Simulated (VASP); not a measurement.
# Cu3Se (Pm-3m) in VASP: further runs

Cu3Se is run at these levels: PBE; tasks: single point, relaxation of cell and atoms.

Everything below comes from runs of VASP 6.6.1. Logs are shortened: lines on timing, memory, paths and dates and some standing lists are left out, and cuts for length are marked.

## (1) The cell of the first run

Symmetry: Pm-3m, No. 221, cubic system. Conventional cell: a = 3.803 Å, b = 3.803 Å, c = 3.803 Å, α = 90.00°, β = 90.00°, γ = 90.00°. Within 3.5 Å of Se (site symmetry m-3m) lie 12 Cu at 2.69 Å. Cu (site symmetry 4/mmm) has 4 Se at 2.69 Å and 8 Cu at 2.69 Å within 3.5 Å.

## (2) Single point, PBE

Contents of INCAR:

```
  PREC = Accurate
  ENCUT = 520
  EDIFF = 1E-6
  ISMEAR = 0
  SIGMA = 0.05
  LREAL = False
  LASPH = True
  NELM = 60
  ALGO = Normal
  ISIF = 2
  LWAVE = False
  LCHARG = False
  GGA = PE
  NBANDS = 28
```

Contents of KPOINTS:

```
regular mesh
0
Gamma
  7 7 7
```

Contents of POSCAR:

```
Cu3Se
1.0
    3.8033137918      0.0000000000      0.0000000000
    0.0000000000      3.8033137918      0.0000000000
    0.0000000000      0.0000000000      3.8033137918
Se Cu
1 3
Direct
    0.0000000000      0.0000000000      0.0000000000
    0.0000000000      0.5000000000      0.5000000000
    0.5000000000      0.0000000000      0.5000000000
    0.5000000000      0.5000000000      0.0000000000
```

Potentials or basis: VASP PAW PBE potentials, release 64 (Se, Cu).

The run is started by

```
cat potpaw_PBE.64/Se/POTCAR potpaw_PBE.64/Cu/POTCAR > POTCAR
mpirun -np 1 vasp_std > vasp.out
```

OUTCAR:

```text
PREC = Accurate
   ENCUT = 520
   EDIFF = 1E-6
   ISMEAR = 0
   LREAL = False
   LASPH = True
   NELM = 60
   ISIF = 2
   GGA = PE

 ion  position               nearest neighbor table
   1  0.000  0.000  0.000-   2 2.69   3 2.69   4 2.69   2 2.69   3 2.69   2 2.69   4 2.69   2 2.69
                             3 2.69   4 2.69   3 2.69   4 2.69
   2  0.000  0.500  0.500-   1 2.69   3 2.69   4 2.69   1 2.69   4 2.69   1 2.69   3 2.69   1 2.69
                             3 2.69   4 2.69   4 2.69   3 2.69
   3  0.500  0.000  0.500-   1 2.69   2 2.69   4 2.69   1 2.69   4 2.69   2 2.69   4 2.69   4 2.69
                             1 2.69   2 2.69   1 2.69   2 2.69
   4  0.500  0.500  0.000-   1 2.69   2 2.69   3 2.69   2 2.69   3 2.69   1 2.69   3 2.69   3 2.69
                             1 2.69   2 2.69   2 2.69   1 2.69

  LATTYP: Found a simple cubic cell.
 ALAT       =     3.8033137918

  Lattice vectors:

 A1 = (   3.8033137918,   0.0000000000,   0.0000000000)
 A2 = (   0.0000000000,   3.8033137918,   0.0000000000)
 A3 = (   0.0000000000,   0.0000000000,   3.8033137918)

Analysis of symmetry for initial positions (statically):
=====================================================================
 Subroutine PRICEL returns:
 Original cell was already a primitive cell.

 Routine SETGRP: Setting up the symmetry group for a
 simple cubic supercell.

 Subroutine GETGRP returns: Found 48 space group operations
 (whereof 48 operations were pure point group operations)
 out of a pool of 48 trial point group operations.

The static configuration has the point symmetry O_h .

Analysis of symmetry for dynamics (positions and initial velocities):
=====================================================================
 Subroutine PRICEL returns:
 Original cell was already a primitive cell.

 Routine SETGRP: Setting up the symmetry group for a
 simple cubic supercell.

 Subroutine GETGRP returns: Found 48 space group operations
 (whereof 48 operations were pure point group operations)
 out of a pool of 48 trial point group operations.

The dynamic configuration has the point symmetry O_h .

 Subroutine INISYM returns: Found 48 space group operations
 (whereof 48 operations are pure point group operations),
 and found     1 'primitive' translations

----------------------------------------------------------------------------------------

                                     Primitive cell

  volume of cell :      55.0157

  direct lattice vectors                    reciprocal lattice vectors
     3.803313792  0.000000000  0.000000000     0.262928608  0.000000000  0.000000000
     0.000000000  3.803313792  0.000000000     0.000000000  0.262928608  0.000000000
     0.000000000  0.000000000  3.803313792     0.000000000  0.000000000  0.262928608

  length of vectors
     3.803313792  3.803313792  3.803313792     0.262928608  0.262928608  0.262928608

  position of ions in fractional coordinates (direct lattice)
     0.000000000  0.000000000  0.000000000
     0.000000000  0.500000000  0.500000000
     0.500000000  0.000000000  0.500000000
     0.500000000  0.500000000  0.000000000

  ion indices of the primitive-cell ions
   primitive index   ion index
                 1           1
                 2           2
                 3           3
                 4           4

----------------------------------------------------------------------------------------

 KPOINTS: regular mesh

Automatic generation of k-mesh.
 Grid dimensions read from file:
 generate k-points for:    7    7    7

 Generating k-lattice:

  Cartesian coordinates                     Fractional coordinates (reciprocal lattice)
     0.037561230  0.000000000  0.000000000     0.142857143  0.000000000  0.000000000
     0.000000000  0.037561230  0.000000000     0.000000000  0.142857143  0.000000000
     0.000000000  0.000000000  0.037561230     0.000000000  0.000000000  0.142857143

  Length of vectors
     0.037561230  0.037561230  0.037561230

  Shift w.r.t. Gamma in fractional coordinates (k-lattice)
     0.000000000  0.000000000  0.000000000

 Subroutine IBZKPT returns following result:
 ===========================================

 Found     20 irreducible k-points:

 Following reciprocal coordinates:
            Coordinates               Weight
  0.000000  0.000000  0.000000      1.000000
  0.142857  0.000000  0.000000      6.000000
  0.285714  0.000000  0.000000      6.000000
  0.428571  0.000000  0.000000      6.000000
  0.142857  0.142857  0.000000     12.000000
  0.285714  0.142857  0.000000     24.000000
[... 12 lines left out ...]
  0.428571  0.428571  0.285714     24.000000
  0.428571  0.428571  0.428571      8.000000
   k-points           NKPTS =     20   k-points in BZ     NKDIM =     20   number of bands    NBANDS=     28
   number of dos      NEDOS =    301   number of ions     NIONS =      4
   total plane-waves  NPLWV =  21952
   dimension x,y,z NGX =    28 NGY =   28 NGZ =   28
   dimension x,y,z NGXF=    56 NGYF=   56 NGZF=   56
   ions per type =               1   3
   NGX,Y,Z   is equivalent  to a cutoff of  12.24, 12.24, 12.24 a.u.
   NGXF,Y,Z  is equivalent  to a cutoff of  24.48, 24.48, 24.48 a.u.
 SYSTEM =  unknown system
   PREC   = accura    normal or accurate (medium, high low for compatibility)
   ISTART =      0    job   : 0-new  1-cont  2-samecut
   ICHARG =      2    charge: 1-file 2-atom 10-const
   ISPIN  =      1    spin polarized calculation?
   LNONCOLLINEAR =      F non collinear calculations
   LSORBIT =      F    spin-orbit coupling
   LASPH  =      T    aspherical Exc in radial PAW
   ENCUT  =  520.0 eV  38.22 Ry    6.18 a.u.   7.07  7.07  7.07*2*pi/ulx,y,z
   NELM   =     60;   NELMIN=  2; NELMDL= -5     # of ELM steps
   EDIFF  = 0.1E-05   stopping-criterion for ELM
   LREAL  =      F    real-space projection
   EDIFFG = 0.1E-04   stopping-criterion for IOM
   NSW    =      0    number of steps for IOM
   IBRION =     -1    ionic relax: 0-MD 1-quasi-New 2-CG
   NFREE  =      0    steps in history (QN), initial steepest desc. (CG)
   ISIF   =      2    stress and relaxation
   ISYM   =      2    0-nonsym 1-usesym 2-fastsym
   POTIM  = 0.5000    time-step for ionic-motion
   TEBEG  =    0.0;   TEEND  =   0.0 temperature during run
   PSTRESS=    0.0 pullay stress
   NELECT =      39.0000    total number of electrons
   NUPDOWN=      -1.0000    fix difference up-down
   EMIN   =  10.00;   EMAX   =-10.00  energy-range for DOS
   EFERMI =   0.00;   METHOD = LEGACY
   ISMEAR =     0;   SIGMA  =   0.05  broadening in eV -4-tet -1-fermi 0-gaus
   EFERMI_NEDOS =   21; number of points for ismear=-14 and -15
   IALGO  =     38    algorithm
   IMIX   =      4    mixing-type and parameters
     AMIX     =   0.40;   BMIX     =  1.00
     AMIX_MAG =   1.60;   BMIX_MAG =  1.00
  volume/ion in A,a.u.               =      13.75        92.82
  Fermi-wavevector in a.u.,A,eV,Ry     =   1.459713  2.758458 28.990786  2.130763
  Thomas-Fermi vector in A             =   2.576248
   LORBIT       =      0    0 simple, 1 ext, 2 COOP (PROOUT), +10 PAW based schemes
   GGA     = PE    functional components
   LHFCALC =     F    Hartree Fock is set to
   AEXX    =    0.0000 exact exchange contribution
   IVDW    =     0    specifies the selected vdW correction
   LEPSILON=     F    determine dielectric tensor
   LRPA    =     F    only Hartree local field effects (RPA)
 non-spin polarized calculation
 Gauss-broadening in eV      SIGMA  =   0.05
  energy-cutoff  :      520.00
  volume of cell :       55.02
 maximum number of plane-waves:      1503
   NGX = 15   NGY = 15   NGZ = 15

 number of electron      38.9999912 magnetization

 Free energy of the ion-electron system (eV)
  ---------------------------------------------------
  ext. energy  EPLUGINS =         0.00000000
  ---------------------------------------------------
  free energy    TOTEN  =       -14.40002045 eV

  energy without entropy =      -14.39804930  energy(sigma->0) =      -14.39903487

 E-fermi :   7.4193     XC(G=0): -12.0238

 val. band max:        7.4174483183   @ k =   0.4286   0.2857   0.0000
 cond. band min:       7.7674821006   @ k =   0.2857   0.2857   0.2857
 fundamental gap:      0.3500337823
 Fermi energy:         7.4192954643

 k-point     1 :       0.0000    0.0000    0.0000
  band No.  band energies     occupation
      1      -7.6923      2.00000
      2       2.0690      2.00000
      3       3.4386      2.00000
      4       3.4386      2.00000
      5       3.6824      2.00000
      6       3.6824      2.00000
[... 20 lines left out ...]
     27      18.1641      0.00000
     28      18.1641      0.00000

 k-point     2 :       0.1429    0.0000    0.0000
  band No.  band energies     occupation
      1      -7.5841      2.00000
      2       1.5873      2.00000
      3       2.7901      2.00000
      4       3.2586      2.00000
      5       3.2586      2.00000
      6       3.5493      2.00000
[... 20 lines left out ...]
     27      17.1731      0.00000
     28      17.1731      0.00000

 k-point     3 :       0.2857    0.0000    0.0000
  band No.  band energies     occupation
      1      -7.3142      2.00000
      2       0.2707      2.00000
      3       2.8980      2.00000
      4       2.8980      2.00000
      5       2.9606      2.00000
      6       3.8165      2.00000
[... 20 lines left out ...]
     27      17.1935      0.00000
     28      17.1935      0.00000

 k-point     4 :       0.4286    0.0000    0.0000
  band No.  band energies     occupation
      1      -7.0618      2.00000
      2      -0.6243      2.00000
      3       2.7059      2.00000
      4       2.7059      2.00000
      5       3.2795      2.00000
      6       3.9111      2.00000
[... 454 lines left out ...]
     27      20.0718      0.00000
     28      20.2048      0.00000

 k-point    19 :       0.4286    0.4286    0.2857
  band No.  band energies     occupation
      1      -6.4286      2.00000
      2       0.9643      2.00000
      3       1.1837      2.00000
      4       2.1135      2.00000
      5       3.3377      2.00000
      6       3.7235      2.00000
[... 20 lines left out ...]
     27      20.8528      0.00000
     28      20.9700      0.00000

 k-point    20 :       0.4286    0.4286    0.4286
  band No.  band energies     occupation
      1      -6.3249      2.00000
      2       1.4614      2.00000
      3       1.7843      2.00000
      4       1.7843      2.00000
      5       3.2735      2.00000
      6       3.2735      2.00000
[... 20 lines left out ...]
     27      22.2825      0.00000
     28      22.2825      0.00000

------------------------ aborting loop because EDIFF is reached ----------------------------------------

  FORCE on cell =-STRESS in cart. coord.  units (eV):
  Direction    XX          YY          ZZ          XY          YZ          ZX
  --------------------------------------------------------------------------------------
  -------------------------------------------------------------------------------------
  Total        0.1334741      0.1334741      0.1334741      0.0000000     -0.0000000      0.0000000
  in kB        3.8870589      3.8870589      3.8870589      0.0000000     -0.0000000      0.0000000
  external PRESSURE =       3.8870589 kB  Pullay stress =       0.0000000 kB

 VOLUME and BASIS-vectors are now :
 -----------------------------------------------------------------------------
  energy-cutoff  :      520.00
  volume of cell :       55.02
      direct lattice vectors                 reciprocal lattice vectors
     3.803313792  0.000000000  0.000000000     0.262928608  0.000000000  0.000000000
     0.000000000  3.803313792  0.000000000     0.000000000  0.262928608  0.000000000
     0.000000000  0.000000000  3.803313792     0.000000000  0.000000000  0.262928608

 POSITION                                       TOTAL-FORCE (eV/Angst)
 -----------------------------------------------------------------------------------
      0.00000      0.00000      0.00000         0.000000      0.000000      0.000000
      0.00000      1.90166      1.90166         0.000000      0.000000      0.000000
      1.90166      0.00000      1.90166         0.000000      0.000000      0.000000
      1.90166      1.90166      0.00000         0.000000      0.000000      0.000000
 -----------------------------------------------------------------------------------
    total drift:                                0.000000      0.000000      0.000000

  FREE ENERGIE OF THE ION-ELECTRON SYSTEM (eV)
  ---------------------------------------------------
  free  energy   TOTEN  =       -14.4000204453 eV

  energy  without entropy=      -14.3980492962  energy(sigma->0) =      -14.39903487
```

Run time: 18 s. Hardware: 1 thread of Intel Xeon Platinum 8559C (Emerald Rapids), shared host; peak memory 0.16 GiB.

Results:

- Free energy: -14.4000 eV
- Pressure: 0.4 GPa
- Band gap on the k mesh: zero (an odd number of electrons rules out a gap without spin polarisation)

Levels at points of the mesh, in eV from the Fermi level:
```csv
k point,band 16,band 17,band 18,band 19,band 20,band 21,band 22,band 23,band 24,band 25
"(0.00, 0.00, 0.00)",-1.82,-1.79,-1.64,-1.64,-1.64,3.89,3.89,6.22,6.22,6.22
```

With open d or f shells a metallic result of PBE can be an artefact of self-interaction; +U or a hybrid may open a gap.

## (3) Relaxation of cell and atoms, PBE

This run uses another cell than the first one, of 12.46 Å³/atom.

Contents of INCAR:

```
PREC = Accurate ; ENCUT = 600
EDIFF = 1E-7 ; ISMEAR = 0
SIGMA = 0.05 ; LREAL = F
LASPH = T ; NELM = 80
ALGO = Normal ; ISIF = 3
LWAVE = F ; LCHARG = F
GGA = PE ; IBRION = 2
NSW = 80 ; EDIFFG = -0.02
```

KPOINTS is that of step 2.

Contents of POSCAR:

```
Cu3Se
1.0
    3.6800000000      0.0000000000      0.0000000000
    0.0000000000      3.6800000000      0.0000000000
    0.0000000000      0.0000000000      3.6800000000
Se Cu
1 3
Direct
    0.0000000000      0.0000000000      0.0000000000
    0.0000000000      0.5000000000      0.5000000000
    0.5000000000      0.0000000000      0.5000000000
    0.5000000000      0.5000000000      0.0000000000
```

Potentials or basis: VASP PAW PBE potentials, release 64 (Se, Cu).

The run is started by

```
cat potpaw_PBE.64/Se/POTCAR potpaw_PBE.64/Cu/POTCAR > POTCAR
mpirun -np 1 vasp_std > vasp.out
```

Run time: 58 s. Hardware: 1 thread of Intel Xeon Platinum 8559C (Emerald Rapids), shared host; peak memory 0.18 GiB.

The run converged. Its results:

```yaml
Free_energy: -14.3999 eV
Relaxed_volume: 13.79 Å³/atom
Relaxed_cell: a = 3.807 Å, b = 3.807 Å, c = 3.807 Å, α = 90.00°, β = 90.00°, γ = 90.00°
Space_group_after_relaxing_to_0.1_Å: Pm-3m (No. 221)
Energy_gained_by_relaxing: 55.2 meV/atom
Ionic_steps: 3
Pressure_after_relaxing: 0.0 GPa
Band_gap_on_the_k_mesh: zero (an odd number of electrons rules out a gap without spin polarisation)
```

Step by step:
| step | energy change (eV) | largest force (eV/Å) | pressure (GPa) | volume (Å³) |
| --- | --- | --- | --- | --- |
| 1 | 0.0000 | 0.0000 | 14.66 | 49.84 |
| 2 | -0.1579 | 0.0000 | -5.67 | 58.52 |
| 3 | -0.2207 | 0.0000 | 0.01 | 55.17 |

Final structure:
```
Se Cu
1.0
     3.80685    0.00000    0.00000
     0.00000    3.80685    0.00000
     0.00000    0.00000    3.80685
Se Cu
1 3
Direct
  0.00000 0.00000 0.00000
  0.00000 0.50000 0.50000
  0.50000 0.00000 0.50000
  0.50000 0.50000 0.00000
```

Levels at points of the mesh, in eV from the Fermi level:
| k point | band 18 | band 19 | band 20 | band 21 | band 22 | band 23 |
| --- | --- | --- | --- | --- | --- | --- |
| (0.00, 0.00, 0.00) | -1.64 | -1.64 | -1.64 | 3.88 | 3.88 | 6.22 |

With open d or f shells a metallic result of PBE can be an artefact of self-interaction; +U or a hybrid may open a gap.
